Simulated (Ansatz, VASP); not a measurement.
## One calculation of SbP, two programs

INCAR

```
SYSTEM = SbP
ALGO = Normal
EDIFF = 1E-6
ENCUT = 520
GGA = PE
ISIF = 2
ISMEAR = -1
LASPH = .TRUE.
LCHARG = .TRUE.
LELF = .TRUE.
LREAL = .FALSE.
LVHAR = .TRUE.
LWAVE = .FALSE.
NBANDS = 12
NELM = 80
PREC = Accurate
SIGMA = 0.05
```

The input KPOINTS:

```
k-points
0
G
  11 11 11
  0 0 0
```

File POSCAR:

```
SbP
1.0
    0.0000000000      2.7796499995      2.7796499995
    2.7796499995      0.0000000000      2.7796499995
    2.7796499995      2.7796499995      0.0000000000
Sb P
1 1
Direct
    0.0000000000      0.0000000000      0.0000000000
    0.5000000000      0.5000000000      0.5000000000
```

Input for Ansatz:

```yaml
crystal:
  lattice:
    - [0.0, 2.7796499995, 2.7796499995]
    - [2.7796499995, 0.0, 2.7796499995]
    - [2.7796499995, 2.7796499995, 0.0]
  atoms:
    - { symbol: Sb, position: [0.0, 0.0, 0.0] }
    - { symbol: P, position: [0.5, 0.5, 0.5] }
kpoints:
  mp_grid: { grid: [11, 11, 11] }
scf:
  occupations: { method: fermi_dirac, width: 0.05 }
hamiltonian:
  xc: pbe
  pseudopotentials: { kind: all_electron, lapw: { basis_error: 0.0005 } }
output:
  forces: true
  stress: true
  eigenvalues: true
```

Change from the starting cell: volume scaled by 0.96.

Alike in both runs: task single point; functional PBE; k mesh 11 × 11 × 11; occupations fermi-dirac, width 0.05 eV; no spin polarisation.

|  | VASP | Ansatz |
| --- | --- | --- |
| version | VASP 6.6.1 | Ansatz 0.2.0 |
| potentials or method | VASP PAW PBE potentials, release 64 (Sb, P), cutoff 520 eV | all-electron LAPW, scalar-relativistic |

|  | VASP | Ansatz | Ansatz less VASP |
| --- | --- | --- | --- |
| pressure (GPa) | 3.3 | 3.4 | +0.09 |

Ansatz ran all-electron here, and VASP with PAW potentials.

Spin-orbit coupling is off throughout.
